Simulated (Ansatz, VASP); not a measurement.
**Two plane-wave programs on MgSnO4**

```
Mg Sn O
1.0
     3.38313   -3.41752    0.00000
     3.38313    3.41752    0.00000
     0.00000    0.00000    3.21654
Mg Sn O
1 1 4
Direct
  0.50000 0.50000 0.00000
  0.00000 0.00000 0.50000
  0.19842 0.80158 0.00000
  0.80158 0.19842 0.00000
  0.30205 0.30205 0.50000
  0.69795 0.69795 0.50000
```

Change from the starting cell: species swapped into the TaVO4 type (Cmmm, No. 65).

Alike in both runs: functional PBE; k mesh 4 × 4 × 6; occupations gaussian, width 0.1 eV; no spin polarisation.

Ansatz relaxed the structure, and its values are those at the end. VASP's run is a single point on that final structure, the one shown.

|  | VASP | Ansatz |
| --- | --- | --- |
| version | VASP 6.6.1 | Ansatz 0.2.0 |
| potentials or method | VASP PAW PBE potentials, release 64 (Mg, Sn_d, O), cutoff 520 eV | scalar-relativistic, plane waves, PAW |
| valence electrons in the cell | 40 | 48 |

```csv
,VASP,Ansatz,Ansatz less VASP
gap on the k mesh at the Fermi level (eV),none,none,-
pressure (GPa),0.1,0.0,-0.08
rms of the force components (eV/Å),0.035,0.002,-0.0335
```

A gap of «none» marks a metal or a gap that the smearing closes. VASP's potentials hold 40 valence electrons a cell and Ansatz's 48, so a difference there can come from the potentials and not from the codes.
